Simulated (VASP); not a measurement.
# BaTe (Fm-3m) in VASP: settings compared

BaTe is run at these levels: PBE, r2SCAN; tasks: single point.

Everything below comes from runs of VASP 6.6.1. Logs are shortened: lines on timing, memory, paths and dates and some standing lists are left out, and cuts for length are marked.

**1. The cell of the first run**

The structure is cubic, space group Fm-3m (No. 225). The conventional cell has a = 7.067 Å, b = 7.067 Å, c = 7.067 Å, α = 90.00°, β = 90.00°, γ = 90.00°. Within 4.6 Å of Ba (site symmetry m-3m) lie 6 Te at 3.53 Å. Within 4.6 Å of Te (site symmetry m-3m) lie 6 Ba at 3.53 Å.

**2. Single point, PBE**

File INCAR:

```
SYSTEM = BaTe
ALGO = Normal ; EDIFF = 1E-6
ENCUT = 520 ; GGA = PE
ISIF = 2 ; ISMEAR = 0
LASPH = .TRUE. ; LCHARG = .TRUE.
LELF = .TRUE. ; LREAL = .FALSE.
LVHAR = .TRUE. ; LWAVE = .FALSE.
NBANDS = 15 ; NELM = 60
PREC = Accurate ; SIGMA = 0.01
```

File KPOINTS:

```
k-points
0
G
  4 4 4
  0 0 0
```

File POSCAR:

```
BaTe
1.0
    0.0000000000      3.5333946272      3.5333946272
    3.5333946272      0.0000000000      3.5333946272
    3.5333946272      3.5333946272      0.0000000000
Ba Te
1 1
Direct
    0.0000000000      0.0000000000      0.0000000000
    0.5000000000      0.5000000000      0.5000000000
```

Potentials or basis: VASP PAW PBE potentials, release 64 (Ba_sv, Te).

Run with:

```
$ cat potpaw_PBE.64/Ba_sv/POTCAR potpaw_PBE.64/Te/POTCAR > POTCAR
$ mpirun -np 1 vasp_std > vasp.out
```

OUTCAR:

```text
SYSTEM = BaTe
   EDIFF = 1E-6
   ENCUT = 520
   GGA = PE
   ISIF = 2
   ISMEAR = 0
   LASPH = .TRUE.
   LREAL = .FALSE.
   NELM = 60
   PREC = Accurate

 ion  position               nearest neighbor table
   1  0.000  0.000  0.000-   2 3.53   2 3.53   2 3.53   2 3.53   2 3.53   2 3.53
   2  0.500  0.500  0.500-   1 3.53   1 3.53   1 3.53   1 3.53   1 3.53   1 3.53

  LATTYP: Found a face centered cubic cell.
 ALAT       =     7.0667892544

  Lattice vectors:

 A1 = (   0.0000000000,   3.5333946272,   3.5333946272)
 A2 = (   3.5333946272,   0.0000000000,   3.5333946272)
 A3 = (   3.5333946272,   3.5333946272,   0.0000000000)

Analysis of symmetry for initial positions (statically):
=====================================================================
 Subroutine PRICEL returns:
 Original cell was already a primitive cell.

 Routine SETGRP: Setting up the symmetry group for a
 face centered cubic supercell.

 Subroutine GETGRP returns: Found 48 space group operations
 (whereof 48 operations were pure point group operations)
 out of a pool of 48 trial point group operations.

The static configuration has the point symmetry O_h .

Analysis of symmetry for dynamics (positions and initial velocities):
=====================================================================
 Subroutine PRICEL returns:
 Original cell was already a primitive cell.

 Routine SETGRP: Setting up the symmetry group for a
 face centered cubic supercell.

 Subroutine GETGRP returns: Found 48 space group operations
 (whereof 48 operations were pure point group operations)
 out of a pool of 48 trial point group operations.

The dynamic configuration has the point symmetry O_h .

 Subroutine INISYM returns: Found 48 space group operations
 (whereof 48 operations are pure point group operations),
 and found     1 'primitive' translations

----------------------------------------------------------------------------------------

                                     Primitive cell

  volume of cell :      88.2280

  direct lattice vectors                    reciprocal lattice vectors
     0.000000000  3.533394627  3.533394627    -0.141506979  0.141506979  0.141506979
     3.533394627  0.000000000  3.533394627     0.141506979 -0.141506979  0.141506979
     3.533394627  3.533394627  0.000000000     0.141506979  0.141506979 -0.141506979

  length of vectors
     4.996974603  4.996974603  4.996974603     0.245097278  0.245097278  0.245097278

  position of ions in fractional coordinates (direct lattice)
     0.000000000  0.000000000  0.000000000
     0.500000000  0.500000000  0.500000000

  ion indices of the primitive-cell ions
   primitive index   ion index
                 1           1
                 2           2

----------------------------------------------------------------------------------------

 KPOINTS: k-points

Automatic generation of k-mesh.
 Grid dimensions read from file:
 generate k-points for:    4    4    4

 Generating k-lattice:

  Cartesian coordinates                     Fractional coordinates (reciprocal lattice)
    -0.035376745  0.035376745  0.035376745     0.250000000  0.000000000  0.000000000
     0.035376745 -0.035376745  0.035376745     0.000000000  0.250000000  0.000000000
     0.035376745  0.035376745 -0.035376745     0.000000000  0.000000000  0.250000000

  Length of vectors
     0.061274319  0.061274319  0.061274319

  Shift w.r.t. Gamma in fractional coordinates (k-lattice)
     0.000000000  0.000000000  0.000000000

 Subroutine IBZKPT returns following result:
 ===========================================

 Found      8 irreducible k-points:

 Following reciprocal coordinates:
            Coordinates               Weight
  0.000000  0.000000  0.000000      1.000000
  0.250000  0.000000  0.000000      8.000000
  0.500000  0.000000  0.000000      4.000000
  0.250000  0.250000  0.000000      6.000000
  0.500000  0.250000  0.000000     24.000000
 -0.250000  0.250000  0.000000     12.000000
  0.500000  0.500000  0.000000      3.000000
 -0.250000  0.500000  0.250000      6.000000
   k-points           NKPTS =      8   k-points in BZ     NKDIM =      8   number of bands    NBANDS=     15
   number of dos      NEDOS =    301   number of ions     NIONS =      2
   total plane-waves  NPLWV =  64000
   dimension x,y,z NGX =    40 NGY =   40 NGZ =   40
   dimension x,y,z NGXF=    80 NGYF=   80 NGZF=   80
   ions per type =               1   1
   NGX,Y,Z   is equivalent  to a cutoff of  13.31, 13.31, 13.31 a.u.
   NGXF,Y,Z  is equivalent  to a cutoff of  26.62, 26.62, 26.62 a.u.
 SYSTEM =  BaTe
   PREC   = accura    normal or accurate (medium, high low for compatibility)
   ISTART =      0    job   : 0-new  1-cont  2-samecut
   ICHARG =      2    charge: 1-file 2-atom 10-const
   ISPIN  =      1    spin polarized calculation?
   LNONCOLLINEAR =      F non collinear calculations
   LSORBIT =      F    spin-orbit coupling
   LASPH  =      T    aspherical Exc in radial PAW
   ENCUT  =  520.0 eV  38.22 Ry    6.18 a.u.   9.29  9.29  9.29*2*pi/ulx,y,z
   NELM   =     60;   NELMIN=  2; NELMDL= -5     # of ELM steps
   EDIFF  = 0.1E-05   stopping-criterion for ELM
   LREAL  =      F    real-space projection
   EDIFFG = 0.1E-04   stopping-criterion for IOM
   NSW    =      0    number of steps for IOM
   IBRION =     -1    ionic relax: 0-MD 1-quasi-New 2-CG
   NFREE  =      0    steps in history (QN), initial steepest desc. (CG)
   ISIF   =      2    stress and relaxation
   ISYM   =      2    0-nonsym 1-usesym 2-fastsym
   POTIM  = 0.5000    time-step for ionic-motion
   TEBEG  =    0.0;   TEEND  =   0.0 temperature during run
   PSTRESS=    0.0 pullay stress
   NELECT =      16.0000    total number of electrons
   NUPDOWN=      -1.0000    fix difference up-down
   EMIN   =  10.00;   EMAX   =-10.00  energy-range for DOS
   EFERMI =   0.00;   METHOD = LEGACY
   ISMEAR =     0;   SIGMA  =   0.01  broadening in eV -4-tet -1-fermi 0-gaus
   EFERMI_NEDOS =   21; number of points for ismear=-14 and -15
   IALGO  =     38    algorithm
   IMIX   =      4    mixing-type and parameters
     AMIX     =   0.40;   BMIX     =  1.00
     AMIX_MAG =   1.60;   BMIX_MAG =  1.00
  volume/ion in A,a.u.               =      44.11       297.70
  Fermi-wavevector in a.u.,A,eV,Ry     =   0.926643  1.751102 11.682890  0.858668
  Thomas-Fermi vector in A             =   2.052628
   LORBIT       =      0    0 simple, 1 ext, 2 COOP (PROOUT), +10 PAW based schemes
   GGA     = PE    functional components
   LHFCALC =     F    Hartree Fock is set to
   AEXX    =    0.0000 exact exchange contribution
   IVDW    =     0    specifies the selected vdW correction
   LEPSILON=     F    determine dielectric tensor
   LRPA    =     F    only Hartree local field effects (RPA)
 non-spin polarized calculation
 Gauss-broadening in eV      SIGMA  =   0.01
  energy-cutoff  :      520.00
  volume of cell :       88.23
 maximum number of plane-waves:      2421
 NGX is ok and might be reduce to    40
   NGX = 19   NGY = 19   NGZ = 19

 number of electron      16.0000000 magnetization

 Free energy of the ion-electron system (eV)
  ---------------------------------------------------
  ext. energy  EPLUGINS =         0.00000000
  ---------------------------------------------------
  free energy    TOTEN  =        -8.61996801 eV

  energy without entropy =       -8.61996801  energy(sigma->0) =       -8.61996801

 E-fermi :   2.2045     XC(G=0):  -8.1297

 val. band max:        2.1078359933   @ k =   0.0000   0.0000   0.0000
 cond. band min:       3.6813451336   @ k =   0.5000   0.5000   0.0000
 fundamental gap:      1.5735091403
 Fermi energy:         2.2044714241

 k-point     1 :       0.0000    0.0000    0.0000
  band No.  band energies     occupation
      1     -24.9985      2.00000
      2     -10.1427      2.00000
      3     -10.1427      2.00000
      4     -10.1427      2.00000
      5      -7.3692      2.00000
      6       2.1078      2.00000
      7       2.1078      2.00000
      8       2.1078      2.00000
      9       4.9057      0.00000
     10       5.0428      0.00000
     11       5.0428      0.00000
     12       5.0428      0.00000
     13       5.6296      0.00000
     14       5.6296      0.00000
     15       9.0877      0.00000

 k-point     2 :       0.2500    0.0000    0.0000
  band No.  band energies     occupation
      1     -24.9929      2.00000
      2     -10.3387      2.00000
      3     -10.1482      2.00000
      4     -10.1482      2.00000
      5      -7.0338      2.00000
      6       0.7843      2.00000
      7       1.4707      2.00000
      8       1.4707      2.00000
      9       5.2136      0.00000
     10       5.7336      0.00000
     11       5.7336      0.00000
     12       6.7992      0.00000
     13       7.0989      0.00000
     14       7.0989      0.00000
     15      10.2659      0.00000

 k-point     3 :       0.5000    0.0000    0.0000
  band No.  band energies     occupation
      1     -24.9873      2.00000
      2     -10.5056      2.00000
      3     -10.1536      2.00000
      4     -10.1536      2.00000
      5      -6.7118      2.00000
      6      -0.0547      2.00000
      7       1.0331      2.00000
      8       1.0331      2.00000
      9       6.2563      0.00000
     10       6.7873      0.00000
     11       6.9256      0.00000
     12       6.9256      0.00000
     13       8.9874      0.00000
     14       8.9874      0.00000
     15       9.3782      0.00000

 k-point     4 :       0.2500    0.2500    0.0000
  band No.  band energies     occupation
      1     -24.9910      2.00000
      2     -10.2948      2.00000
      3     -10.1795      2.00000
      4     -10.1795      2.00000
      5      -7.0883      2.00000
      6       0.6437      2.00000
      7       1.8056      2.00000
      8       1.8056      2.00000
      9       4.2211      0.00000
     10       5.7748      0.00000
     11       6.0054      0.00000
     12       6.6124      0.00000
     13       6.6124      0.00000
     14       9.1139      0.00000
     15      10.3952      0.00000

 k-point     5 :       0.5000    0.2500    0.0000
  band No.  band energies     occupation
      1     -24.9854      2.00000
      2     -10.3905      2.00000
      3     -10.2192      2.00000
      4     -10.1854      2.00000
      5      -6.9375      2.00000
      6       0.5502      2.00000
      7       1.1348      2.00000
      8       1.3498      2.00000
      9       4.7990      0.00000
     10       7.0012      0.00000
     11       7.2454      0.00000
     12       7.4130      0.00000
     13       7.4756      0.00000
     14       8.2586      0.00000
     15       9.3591      0.00000

 k-point     6 :      -0.2500    0.2500    0.0000
  band No.  band energies     occupation
      1     -24.9873      2.00000
      2     -10.3993      2.00000
      3     -10.2257      2.00000
      4     -10.1542      2.00000
      5      -6.8725      2.00000
      6       0.3286      2.00000
      7       1.1001      2.00000
      8       1.3500      2.00000
      9       5.8890      0.00000
     10       6.1538      0.00000
     11       6.2980      0.00000
     12       6.7924      0.00000
     13       7.8174      0.00000
     14       9.3518      0.00000
     15      10.3736      0.00000

 k-point     7 :       0.5000    0.5000    0.0000
  band No.  band energies     occupation
      1     -24.9836      2.00000
      2     -10.3271      2.00000
      3     -10.2167      2.00000
      4     -10.2167      2.00000
      5      -7.1699      2.00000
      6       0.9825      2.00000
      7       1.7246      2.00000
      8       1.7246      2.00000
      9       3.6813      0.00000
     10       6.4820      0.00000
     11       6.6253      0.00000
     12       7.5630      0.00000
     13       7.7397      0.00000
     14       7.7397      0.00000
     15       9.8012      0.00000

 k-point     8 :      -0.2500    0.5000    0.2500
  band No.  band energies     occupation
      1     -24.9836      2.00000
      2     -10.2720      2.00000
      3     -10.2720      2.00000
      4     -10.2719      2.00000
      5      -6.9934      2.00000
      6       0.8765      2.00000
      7       1.1771      2.00000
      8       1.1771      2.00000
      9       5.6057      0.00000
     10       5.6057      0.00000
     11       6.8402      0.00000
     12       7.1227      0.00000
     13       7.7506      0.00000
     14      10.0160      0.00000
     15      10.1477      0.00000

------------------------ aborting loop because EDIFF is reached ----------------------------------------

  FORCE on cell =-STRESS in cart. coord.  units (eV):
  Direction    XX          YY          ZZ          XY          YZ          ZX
  --------------------------------------------------------------------------------------
  -------------------------------------------------------------------------------------
  Total        0.1797304      0.1797304      0.1797304     -0.0000000      0.0000000     -0.0000000
  in kB        3.2638155      3.2638155      3.2638155     -0.0000000      0.0000000     -0.0000000
  external PRESSURE =       3.2638155 kB  Pullay stress =       0.0000000 kB

 VOLUME and BASIS-vectors are now :
 -----------------------------------------------------------------------------
  energy-cutoff  :      520.00
  volume of cell :       88.23
      direct lattice vectors                 reciprocal lattice vectors
     0.000000000  3.533394627  3.533394627    -0.141506979  0.141506979  0.141506979
     3.533394627  0.000000000  3.533394627     0.141506979 -0.141506979  0.141506979
     3.533394627  3.533394627  0.000000000     0.141506979  0.141506979 -0.141506979

 POSITION                                       TOTAL-FORCE (eV/Angst)
 -----------------------------------------------------------------------------------
      0.00000      0.00000      0.00000         0.000000      0.000000      0.000000
      3.53339      3.53339      3.53339        -0.000000     -0.000000     -0.000000
 -----------------------------------------------------------------------------------
    total drift:                                0.000000     -0.000000     -0.000000

  FREE ENERGIE OF THE ION-ELECTRON SYSTEM (eV)
  ---------------------------------------------------
  free  energy   TOTEN  =        -8.6199680060 eV

  energy  without entropy=       -8.6199680060  energy(sigma->0) =       -8.61996801
```

It took 12 s on 1 thread of AMD EPYC 9R45 (Zen 5), shared host; peak memory 0.2 GiB.

Results:

| Quantity | Value |
| --- | --- |
| Free energy | -8.6200 eV |
| Pressure | 0.3 GPa |
| Band gap on the k mesh | 1.57 eV, indirect (least direct gap 1.96 eV) |

Levels at points of the mesh, in eV from the valence-band top:
```tsv
k point	band 5	band 6	band 7	band 8	band 9	band 10	band 11	band 12
(0.00, 0.00, 0.00)	-9.48	0.00	0.00	0.00	2.80	2.93	2.93	2.93
(0.50, 0.00, 0.00)	-8.82	-2.16	-1.07	-1.07	4.15	4.68	4.82	4.82
(0.50, 0.50, 0.00)	-9.28	-1.13	-0.38	-0.38	1.57	4.37	4.52	5.46
```

Caveat: spin-orbit coupling is left out, which moves the levels of the heavy elements.

**3. Single point, r2SCAN**

POSCAR is that of step 2.

File INCAR.step1:

```
  PREC = Accurate
  ENCUT = 520
  ISMEAR = 0
  SIGMA = 0.01
  LREAL = False
  LASPH = True
  NELM = 60
  NBANDS = 15
  GGA = PE
  ALGO = Normal
  EDIFF = 1E-4
  LWAVE = True
  LCHARG = False
```

File INCAR.step2:

```
  PREC = Accurate
  ENCUT = 520
  EDIFF = 1E-7
  ISMEAR = 0
  SIGMA = 0.01
  LREAL = False
  LASPH = True
  NELM = 60
  ALGO = Normal
  ISIF = 2
  LWAVE = False
  LCHARG = False
  METAGGA = R2SCAN
  LMIXTAU = True
  NBANDS = 15
  ISTART = 1
```

File KPOINTS:

```
regular mesh
0
Gamma
  4 4 4
```

Potentials or basis: VASP PAW PBE potentials, release 64 (Ba_sv, Te).

Run with:

```
$ cat potpaw_PBE.64/Ba_sv/POTCAR potpaw_PBE.64/Te/POTCAR > POTCAR
$ cp INCAR.step1 INCAR
$ mpirun -np 1 vasp_std > vasp.out
$ cp INCAR.step2 INCAR
$ mpirun -np 1 vasp_std > vasp.out
```

Wall time 53 s (1 thread of AMD EPYC 9R45 (Zen 5), shared host); peak memory 0.22 GiB.

The run converged. Its results:

| Property | Result |
| --- | --- |
| Free energy | -56.0221 eV |
| Pressure | 0.3 GPa |
| Band gap on the k mesh | 1.93 eV, indirect (least direct gap 2.32 eV) |

Levels at points of the mesh, in eV from the valence-band top:
| k point | band 6 | band 7 | band 8 | band 9 | band 10 | band 11 |
| --- | --- | --- | --- | --- | --- | --- |
| (0.00, 0.00, 0.00) | 0.00 | 0.00 | 0.00 | 3.35 | 3.35 | 3.35 |
| (0.50, 0.00, 0.00) | -2.15 | -1.07 | -1.07 | 4.60 | 5.19 | 5.34 |
| (0.50, 0.50, 0.00) | -1.14 | -0.39 | -0.39 | 1.93 | 4.89 | 5.22 |

Caveat: the PAW data sets were made with another functional, which shifts forces and pressure a little; spin-orbit coupling is left out, which moves the levels of the heavy elements.

**4. Single point, PBE**

File INCAR:

```
SYSTEM = BaTe
ALGO     = Normal         ! electronic algorithm
EDIFF    = 1E-7           ! SCF threshold, eV
ENCUT    = 520            ! plane-wave cutoff, eV
GGA      = PE             ! functional
ISIF     = 2              ! what is computed and relaxed
ISMEAR   = 0              ! smearing method
LASPH    = .True.         ! aspherical terms in the spheres
LCHARG   = .False.        ! write CHGCAR
LREAL    = .False.        ! projectors in reciprocal space
LWAVE    = .False.        ! write WAVECAR
NBANDS   = 15             ! bands
NELM     = 100            ! most SCF steps
PREC     = Accurate       ! precision mode
SIGMA    = 0.01           ! smearing width, eV
```

File KPOINTS:

```
k-points
0
Gamma
  6 6 6
  0 0 0
```

POSCAR is that of step 3.

Run with:

```
$ cat potpaw_PBE.64/Ba_sv/POTCAR potpaw_PBE.64/Te/POTCAR > POTCAR
$ mpirun -np 1 vasp_std > vasp.out
```

It took 20 s on 1 thread of AMD EPYC 9R45 (Zen 5), shared host; peak memory 0.2 GiB.

The run converged. Its results:

```
Free energy            : -8.6284 eV
Pressure               : 0.3 GPa
Band gap on the k mesh : 1.58 eV, indirect (least direct gap 1.96 eV)
```

Levels at points of the mesh, in eV from the valence-band top:
| k point | band 5 | band 6 | band 7 | band 8 | band 9 | band 10 | band 11 | band 12 |
| --- | --- | --- | --- | --- | --- | --- | --- | --- |
| (0.00, 0.00, 0.00) | -9.48 | 0.00 | 0.00 | 0.00 | 2.80 | 2.94 | 2.94 | 2.94 |
| (0.50, 0.00, 0.00) | -8.82 | -2.16 | -1.07 | -1.07 | 4.15 | 4.69 | 4.83 | 4.83 |
| (0.50, 0.50, 0.00) | -9.28 | -1.12 | -0.38 | -0.38 | 1.58 | 4.38 | 4.52 | 5.46 |

Caveat: spin-orbit coupling is left out, which moves the levels of the heavy elements.

**5. The runs side by side**

| level | k mesh | gap on the mesh (eV) | pressure (GPa) |
| --- | --- | --- | --- |
| PBE | 4 × 4 × 4 | 1.57 | 0.3 |
| r2SCAN | 4 × 4 × 4 | 1.93 | 0.3 |
| PBE | 6 × 6 × 6 | 1.58 | 0.3 |

Alike in all rows: task single point; potentials or basis VASP PAW PBE potentials, release 64 (Ba_sv, Te); no spin polarisation; cell as given; cutoff (eV) 520; smearing gaussian 0.01 eV.

On the cell as given the gap runs from 1.57 eV (PBE) to 1.93 eV (r2SCAN); the meshes differ, which moves gaps too.

Caveats: spin-orbit coupling is left out, which moves the levels of the heavy elements; the PAW data sets were made with another functional, which shifts forces and pressure a little (some runs).

Total energies depend on the potentials used, so only differences within one code and one set of settings carry meaning.
